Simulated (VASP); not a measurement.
The system is Si.

```
Si
1.0
     0.00000    1.92933    2.19887
     1.72583    0.00000    2.19887
     1.72583    1.92933    0.00000
Si
1
Direct
  0.50000 0.50000 0.50000
```

| Item | Value |
| --- | --- |
| Program | VASP 6.6.1 |
| Task | relaxation of cell and atoms |
| Functional | PBE |
| Potentials or basis | VASP PAW PBE potentials, release 64 (Si) |
| Cutoff | 600 eV |
| k mesh | 24 × 24 × 24 |
| Occupations | gaussian, width 0.1 eV |
| Spin | no spin polarisation |

At the start: pressure 0.2 GPa; volume 14.64 Å³/atom.

Task: How do energy, volume and symmetry change on relaxing?

Result: Over 34 steps the energy falls by 5.8 meV/atom and the volume is 14.59 Å³/atom (-0.4 %); space group Fmmm (No. 69, to 0.1 Å) before, I4/mmm (No. 139, to 0.1 Å).

The path:
| step | energy change (eV) | largest force (eV/Å) | pressure (GPa) | volume (Å³) |
| --- | --- | --- | --- | --- |
| 1 | 0.0000 | 0.0000 | 0.20 | 14.64 |
| 2 | -0.0005 | 0.0000 | -0.02 | 14.68 |
| 3 | -0.0014 | 0.0000 | -0.65 | 14.80 |
| 4 | -0.0011 | 0.0000 | -1.73 | 15.02 |
| 5 | -0.0017 | 0.0000 | -0.96 | 14.86 |
| 6 | -0.0018 | 0.0000 | -1.35 | 14.94 |
| 7 | -0.0018 | 0.0000 | -1.15 | 14.90 |
| 8 | -0.0020 | 0.0000 | -1.08 | 14.89 |
| 9 | -0.0025 | 0.0000 | -0.85 | 14.86 |
| 10 | -0.0020 | 0.0000 | -0.39 | 14.79 |
| 11 | -0.0025 | 0.0000 | -0.74 | 14.84 |
| 12 | -0.0027 | 0.0000 | -0.58 | 14.81 |
| 13 | -0.0029 | 0.0000 | -0.07 | 14.72 |
| 14 | -0.0029 | 0.0000 | 0.02 | 14.71 |
| 15 | -0.0029 | 0.0000 | 0.02 | 14.71 |
| 16 | -0.0030 | 0.0000 | 0.02 | 14.70 |
| 17 | -0.0032 | 0.0000 | 0.04 | 14.68 |
| 18 | -0.0036 | 0.0000 | 0.11 | 14.65 |
| 19 | -0.0044 | 0.0000 | 0.34 | 14.59 |
| 20 | -0.0052 | 0.0000 | 0.89 | 14.44 |
| 21 | -0.0053 | 0.0000 | 0.86 | 14.44 |
| 22 | -0.0053 | 0.0000 | 0.77 | 14.46 |
| 23 | -0.0053 | 0.0000 | 0.58 | 14.48 |
| 24 | -0.0054 | 0.0000 | 0.66 | 14.47 |
| 25 | -0.0054 | 0.0000 | 0.72 | 14.46 |
| 26 | -0.0054 | 0.0000 | 0.65 | 14.48 |
| 27 | -0.0055 | 0.0000 | 0.44 | 14.51 |
| 28 | -0.0057 | 0.0000 | 0.03 | 14.58 |
| 29 | -0.0057 | 0.0000 | -0.06 | 14.59 |
| 30 | -0.0057 | 0.0000 | -0.05 | 14.59 |
| 31 | -0.0057 | 0.0000 | -0.05 | 14.59 |
| 32 | -0.0058 | 0.0000 | -0.03 | 14.59 |
| 33 | -0.0058 | 0.0000 | 0.01 | 14.59 |
| 34 | -0.0058 | 0.0000 | -0.02 | 14.59 |

Final structure:
```yaml
crystal:
  lattice:
    - [0.00000, 2.07014, 2.14879]
    - [1.63993, 0.00000, 2.14879]
    - [1.63993, 2.07014, 0.00000]
  atoms:
    - { symbol: Si, position: [0.50000, 0.50000, 0.50000] }
```
